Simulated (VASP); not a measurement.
# Mg3CdTe4 (P1) in VASP: relaxation of cell and atoms with PBE

Aim: the relaxation of cell and atoms of Mg3CdTe4 with PBE.

All numbers are computed with VASP 6.6.1; they aren't measurements. Logs are shortened: lines on timing, memory, paths and dates and some standing lists are left out, and cuts for length are marked.

## (1) The cell of the first run

The typed cell holds 8 atoms: a = 4.528 Å, b = 4.609 Å, c = 14.880 Å, α = 89.13°, β = 90.86°, γ = 118.89°.

## (2) Relaxation of cell and atoms, PBE

File INCAR:

```
ALGO = Normal
EDIFF = 1E-6
EDIFFG = -0.025
ENCUT = 600
GGA = PE
IBRION = 2
ISIF = 3
ISMEAR = 0
LASPH = T
LCHARG = F
LREAL = F
LWAVE = F
NELM = 80
NSW = 80
PREC = Accurate
SIGMA = 0.1
```

File KPOINTS:

```
k-points
0
Gamma
  3 3 1
```

File POSCAR:

```
Mg3CdTe4
1.0
    4.5281641292      0.0213375340     -0.0343184305
   -2.2456032677      4.0247337559      0.0349049115
   -0.1117715520      0.0667369367     14.8799050544
Mg Cd Te
3 1 4
Direct
    0.6776037053      0.3249414788      0.5001373732
    0.6636442678      0.3159330151      1.0028896083
   -0.0034360340      0.0074974449      0.2435458354
   -0.0016135632      0.0062402870      0.7484930253
    0.6600348838      0.3354412696      0.1965744159
    0.6783647776      0.3462821809      0.6827451526
    0.0129093197     -0.0058818459      0.4322710584
   -0.0208406904      0.0028795029      0.9333445308
```

Potentials or basis: VASP PAW PBE potentials, release 64 (Mg, Cd, Te).

Started as:

```bash
$ cat potpaw_PBE.64/Mg/POTCAR potpaw_PBE.64/Cd/POTCAR potpaw_PBE.64/Te/POTCAR > POTCAR
$ mpirun -np 1 vasp_std > vasp.out
```

OUTCAR:

```text
EDIFF = 1E-6
   EDIFFG = -0.025
   ENCUT = 600
   GGA = PE
   IBRION = 2
   ISIF = 3
   ISMEAR = 0
   LASPH = T
   LREAL = F
   NELM = 80
   NSW = 80
   PREC = Accurate

 ion  position               nearest neighbor table
   1  0.678  0.325  0.500-   6 2.72   7 2.82   7 2.82   7 2.87
   2  0.664  0.316  0.003-   8 2.70   5 2.89   8 2.90   8 2.95
   3  0.997  0.007  0.244-   5 2.69   5 2.73   5 2.81   7 2.81
   4  0.998  0.006  0.748-   8 2.75   6 2.76   6 2.85   6 2.88
   5  0.660  0.335  0.197-   3 2.69   3 2.73   3 2.81   2 2.89
   6  0.678  0.346  0.683-   1 2.72   4 2.76   4 2.85   4 2.88
   7  0.013  0.994  0.432-   3 2.81   1 2.82   1 2.82   1 2.87
   8  0.979  0.003  0.933-   2 2.70   4 2.75   2 2.90   2 2.95

  LATTYP: Found a triclinic cell.
 ALAT       =     4.6089515288
 B/A-ratio  =     0.9825107550
 C/A-ratio  =     3.2286029479
 COS(alpha) =     0.0150681499
 COS(beta)  =     0.0151490733
 COS(gamma) =     0.4831497665

  Lattice vectors:

 A1 = (  -2.2456032677,   4.0247337559,   0.0349049115)
 A2 = (  -4.5281641292,  -0.0213375340,   0.0343184305)
 A3 = (  -0.1117715520,   0.0667369367,  14.8799050544)

Analysis of symmetry for initial positions (statically):
=====================================================================
 Subroutine PRICEL returns:
 Original cell was already a primitive cell.

 Routine SETGRP: Setting up the symmetry group for a
 triclinic supercell.

 Subroutine GETGRP returns: Found  1 space group operations
 (whereof  1 operations were pure point group operations)
 out of a pool of  2 trial point group operations.

The static configuration has the point symmetry C_1 .

Analysis of symmetry for dynamics (positions and initial velocities):
=====================================================================
 Subroutine PRICEL returns:
 Original cell was already a primitive cell.

 Routine SETGRP: Setting up the symmetry group for a
 triclinic supercell.

 Subroutine GETGRP returns: Found  1 space group operations
 (whereof  1 operations were pure point group operations)
 out of a pool of  2 trial point group operations.

The dynamic configuration has the point symmetry C_1 .

 Subroutine INISYM returns: Found  1 space group operations
 (whereof  1 operations are pure point group operations),
 and found     1 'primitive' translations

----------------------------------------------------------------------------------------

                                     Primitive cell

  volume of cell :     271.8732

  direct lattice vectors                    reciprocal lattice vectors
     4.528164129  0.021337534 -0.034318430     0.220269335  0.122889874  0.001103404
    -2.245603268  4.024733756  0.034904911    -0.001176250  0.247817067 -0.001120304
    -0.111771552  0.066736937 14.879905054     0.000510780 -0.000297895  0.067209903

  length of vectors
     4.528344446  4.608951529 14.880474493     0.252233460  0.247822390  0.067212504

  position of ions in fractional coordinates (direct lattice)
     0.677603705  0.324941479  0.500137373
     0.663644268  0.315933015  0.002889608
     0.996563966  0.007497445  0.243545835
     0.998386437  0.006240287  0.748493025
     0.660034884  0.335441270  0.196574416
     0.678364778  0.346282181  0.682745153
     0.012909320  0.994118154  0.432271058
     0.979159310  0.002879503  0.933344531

  ion indices of the primitive-cell ions
   primitive index   ion index
                 1           1
                 2           2
                 3           3
                 4           4
                 5           5
                 6           6
                 7           7
                 8           8

----------------------------------------------------------------------------------------

 KPOINTS: k-points

Automatic generation of k-mesh.
 Grid dimensions read from file:
 generate k-points for:    3    3    1

 Generating k-lattice:

  Cartesian coordinates                     Fractional coordinates (reciprocal lattice)
     0.073423112  0.040963291  0.000367801     0.333333333 -0.000000000  0.000000000
    -0.000392083  0.082605689 -0.000373435    -0.000000000  0.333333333 -0.000000000
     0.000510780 -0.000297895  0.067209903    -0.000000000  0.000000000  1.000000000

  Length of vectors
     0.084077820  0.082607463  0.067212504

  Shift w.r.t. Gamma in fractional coordinates (k-lattice)
     0.000000000  0.000000000  0.000000000

 Subroutine IBZKPT returns following result:
 ===========================================

 Found      5 irreducible k-points:

 Following reciprocal coordinates:
            Coordinates               Weight
  0.000000  0.000000  0.000000      1.000000
  0.333333 -0.000000  0.000000      2.000000
  0.000000  0.333333  0.000000      2.000000
  0.333333  0.333333  0.000000      2.000000
 -0.333333  0.333333 -0.000000      2.000000
   k-points           NKPTS =      5   k-points in BZ     NKDIM =      5   number of bands    NBANDS=     26
   number of dos      NEDOS =    301   number of ions     NIONS =      8
   total plane-waves  NPLWV = 172800
   dimension x,y,z NGX =    36 NGY =   40 NGZ =  120
   dimension x,y,z NGXF=    72 NGYF=   80 NGZF=  240
   ions per type =               3   1   4
   NGX,Y,Z   is equivalent  to a cutoff of  13.22, 14.43, 13.41 a.u.
   NGXF,Y,Z  is equivalent  to a cutoff of  26.43, 28.86, 26.81 a.u.
 SYSTEM =  unknown system
   PREC   = accura    normal or accurate (medium, high low for compatibility)
   ISTART =      0    job   : 0-new  1-cont  2-samecut
   ICHARG =      2    charge: 1-file 2-atom 10-const
   ISPIN  =      1    spin polarized calculation?
   LNONCOLLINEAR =      F non collinear calculations
   LSORBIT =      F    spin-orbit coupling
   LASPH  =      T    aspherical Exc in radial PAW
   ENCUT  =  600.0 eV  44.10 Ry    6.64 a.u.   9.04  9.21 29.72*2*pi/ulx,y,z
   NELM   =     80;   NELMIN=  2; NELMDL= -5     # of ELM steps
   EDIFF  = 0.1E-05   stopping-criterion for ELM
   LREAL  =      F    real-space projection
   EDIFFG = -.3E-01   stopping-criterion for IOM
   NSW    =     80    number of steps for IOM
   IBRION =      2    ionic relax: 0-MD 1-quasi-New 2-CG
   NFREE  =      1    steps in history (QN), initial steepest desc. (CG)
   ISIF   =      3    stress and relaxation
   ISYM   =      2    0-nonsym 1-usesym 2-fastsym
   POTIM  = 0.5000    time-step for ionic-motion
   TEBEG  =    0.0;   TEEND  =   0.0 temperature during run
   PSTRESS=    0.0 pullay stress
   NELECT =      42.0000    total number of electrons
   NUPDOWN=      -1.0000    fix difference up-down
   EMIN   =  10.00;   EMAX   =-10.00  energy-range for DOS
   EFERMI =   0.00;   METHOD = LEGACY
   ISMEAR =     0;   SIGMA  =   0.10  broadening in eV -4-tet -1-fermi 0-gaus
   EFERMI_NEDOS =   21; number of points for ismear=-14 and -15
   IALGO  =     38    algorithm
   IMIX   =      4    mixing-type and parameters
     AMIX     =   0.40;   BMIX     =  1.00
     AMIX_MAG =   1.60;   BMIX_MAG =  1.00
  volume/ion in A,a.u.               =      33.98       229.34
  Fermi-wavevector in a.u.,A,eV,Ry     =   0.878421  1.659974 10.498563  0.771623
  Thomas-Fermi vector in A             =   1.998504
   LORBIT       =      0    0 simple, 1 ext, 2 COOP (PROOUT), +10 PAW based schemes
   GGA     = PE    functional components
   LHFCALC =     F    Hartree Fock is set to
   AEXX    =    0.0000 exact exchange contribution
   IVDW    =     0    specifies the selected vdW correction
   LEPSILON=     F    determine dielectric tensor
   LRPA    =     F    only Hartree local field effects (RPA)
 conjugate gradient relaxation of ions
 non-spin polarized calculation
 Gauss-broadening in eV      SIGMA  =   0.10
  energy-cutoff  :      600.00
  volume of cell :      271.87
 maximum number of plane-waves:      9086
   NGX = 19   NGY = 19   NGZ = 59

--------------------------------------- Ionic step        1  -------------------------------------------

 number of electron      41.9999998 magnetization

 Free energy of the ion-electron system (eV)
  ---------------------------------------------------
  ext. energy  EPLUGINS =         0.00000000
  ---------------------------------------------------
  free energy    TOTEN  =       -23.43308165 eV

  energy without entropy =      -23.43308165  energy(sigma->0) =      -23.43308165

------------------------ aborting loop because EDIFF is reached ----------------------------------------

  FORCE on cell =-STRESS in cart. coord.  units (eV):
  Direction    XX          YY          ZZ          XY          YZ          ZX
  --------------------------------------------------------------------------------------
  -------------------------------------------------------------------------------------
  Total        4.2773567      1.2231840      2.2979580     -1.1898429     -0.0695144      0.1366616
  in kB       25.2069136      7.2083520     13.5421084     -7.0118694     -0.4096558      0.8053614
  external PRESSURE =      15.3191247 kB  Pullay stress =       0.0000000 kB
[... 107 lines left out ...]
  FREE ENERGIE OF THE ION-ELECTRON SYSTEM (eV)
  ---------------------------------------------------
  free  energy   TOTEN  =       -23.6154569197 eV

  energy  without entropy=      -23.6154569197  energy(sigma->0) =      -23.61545692

[... ionic steps 4 to 12 ...]

--------------------------------------- Ionic step       13  -------------------------------------------

 number of electron      42.0000000 magnetization

------------------------ aborting loop because EDIFF is reached ----------------------------------------
[... 79 lines left out ...]
--------------------------------------- Ionic step       15  -------------------------------------------

 number of electron      42.0000001 magnetization

 Free energy of the ion-electron system (eV)
  ---------------------------------------------------
  ext. energy  EPLUGINS =         0.00000000
  ---------------------------------------------------
  free energy    TOTEN  =       -23.69410443 eV

  energy without entropy =      -23.69410443  energy(sigma->0) =      -23.69410443

 E-fermi :   2.3677     XC(G=0):  -7.8559

 val. band max:        1.9048608442   @ k =   0.0000   0.0000   0.0000
 cond. band min:       3.4542635483   @ k =   0.0000   0.0000   0.0000
 fundamental gap:      1.5494027041
 Fermi energy:         2.3677012334

 k-point     1 :       0.0000    0.0000    0.0000
  band No.  band energies     occupation
      1      -8.5499      2.00000
      2      -8.3483      2.00000
      3      -8.2564      2.00000
      4      -7.9779      2.00000
      5      -5.9440      2.00000
      6      -5.9415      2.00000
[... 18 lines left out ...]
     25       4.8352      0.00000
     26       6.6960      0.00000

 k-point     2 :       0.3333   -0.0000    0.0000
  band No.  band energies     occupation
      1      -8.2610      2.00000
      2      -8.1247      2.00000
      3      -8.0000      2.00000
      4      -7.8298      2.00000
      5      -5.8954      2.00000
      6      -5.8347      2.00000
[... 18 lines left out ...]
     25       5.3346      0.00000
     26       6.0937      0.00000

 k-point     3 :       0.0000    0.3333    0.0000
  band No.  band energies     occupation
      1      -8.2612      2.00000
      2      -8.1251      2.00000
      3      -8.0020      2.00000
      4      -7.8305      2.00000
      5      -5.8973      2.00000
      6      -5.8336      2.00000
[... 18 lines left out ...]
     25       5.3488      0.00000
     26       6.1203      0.00000

 k-point     4 :       0.3333    0.3333    0.0000
  band No.  band energies     occupation
      1      -8.1287      2.00000
      2      -7.9698      2.00000
      3      -7.8222      2.00000
      4      -7.7978      2.00000
      5      -5.8875      2.00000
      6      -5.7898      2.00000
[... 18 lines left out ...]
     25       6.7028      0.00000
     26       6.8052      0.00000

 k-point     5 :      -0.3333    0.3333   -0.0000
  band No.  band energies     occupation
      1      -8.2604      2.00000
      2      -8.1230      2.00000
      3      -8.0010      2.00000
      4      -7.8242      2.00000
      5      -5.8942      2.00000
      6      -5.8343      2.00000
[... 53 lines left out ...]
  FREE ENERGIE OF THE ION-ELECTRON SYSTEM (eV)
  ---------------------------------------------------
  free  energy   TOTEN  =       -23.6941044259 eV

  energy  without entropy=      -23.6941044259  energy(sigma->0) =      -23.69410443

 reached required accuracy - stopping structural energy minimisation
```

Wall time 7.7 min (1 thread of Intel Xeon 6975P-C (Granite Rapids), shared host); peak memory 0.46 GiB.

Results:

```yaml
Free_energy: -23.6941 eV
Relaxed_volume: 35.15 Å³/atom
Relaxed_cell: a = 4.663 Å, b = 4.666 Å, c = 14.899 Å, α = 90.11°, β = 89.91°, γ = 119.84°
Space_group_after_relaxing_to_0.05_Å: P1 (No. 1)
Energy_gained_by_relaxing: 32.6 meV/atom
Ionic_steps: 15
Pressure_after_relaxing: 0.0 GPa
Largest_force_after_relaxing: 0.021 eV/Å
Band_gap_on_the_k_mesh: 1.55 eV, direct
```

Forces on the atoms (eV/Å):
```
Mg  -0.013  0.012 -0.008
Mg   0.007  0.014 -0.001
Mg   0.009 -0.016 -0.006
Cd   0.005 -0.020 -0.004
Te   0.003  0.008  0.013
Te  -0.004  0.006 -0.005
Te  -0.014 -0.001  0.010
Te   0.007 -0.003  0.002
```

The path:
```
step  energy change (eV)  largest force (eV/Å)  pressure (GPa)  volume (Å³)
   1              0.0000                1.0016            1.53       271.87
   2             -0.1772                0.5138           -0.32       284.82
   3             -0.1824                0.4306           -0.65       287.61
   4             -0.2272                0.2614           -0.24       283.80
   5             -0.2424                0.1893            0.21       279.98
   6             -0.2537                0.1338            0.04       281.20
   7             -0.2560                0.1186           -0.06       282.04
   8             -0.2586                0.0588            0.00       281.47
   9             -0.2593                0.0470            0.05       280.99
  10             -0.2598                0.0350           -0.03       281.65
  11             -0.2598                0.0315           -0.06       281.90
  12             -0.2601                0.0338           -0.04       281.73
  13             -0.2604                0.0472            0.00       281.40
  14             -0.2608                0.0337            0.02       281.33
  15             -0.2610                0.0211            0.03       281.20
```

Final structure:
```cif
data_structure
_symmetry_space_group_name_H-M 'P 1'
_symmetry_Int_Tables_number 1
_cell_length_a 4.6628
_cell_length_b 4.6663
_cell_length_c 14.8993
_cell_angle_alpha 90.112
_cell_angle_beta 89.906
_cell_angle_gamma 119.839
_cell_volume 281.20
loop_
_atom_site_label
_atom_site_type_symbol
_atom_site_fract_x
_atom_site_fract_y
_atom_site_fract_z
_atom_site_occupancy
Mg1 Mg 0.67405 0.32955 0.49441 1
Mg2 Mg 0.65807 0.32907 0.99936 1
Mg3 Mg 0.99746 0.00243 0.24727 1
Cd1 Cd 0.00357 0.00660 0.74964 1
Te1 Te 0.66352 0.33519 0.18834 1
Te2 Te 0.66998 0.33873 0.68326 1
Te3 Te 0.00761 0.99598 0.43600 1
Te4 Te 0.99241 0.99579 0.94172 1
```

Levels at points of the mesh, in eV from the valence-band top:
| k point | band 19 | band 20 | band 21 | band 22 | band 23 | band 24 |
| --- | --- | --- | --- | --- | --- | --- |
| (0.00, 0.00, 0.00) | -0.11 | -0.01 | 0.00 | 1.55 | 2.32 | 2.75 |

Caveat: the k points lie up to 0.52 Å⁻¹ apart in the final cell; spin-orbit coupling is left out, which moves the levels of the heavy elements.
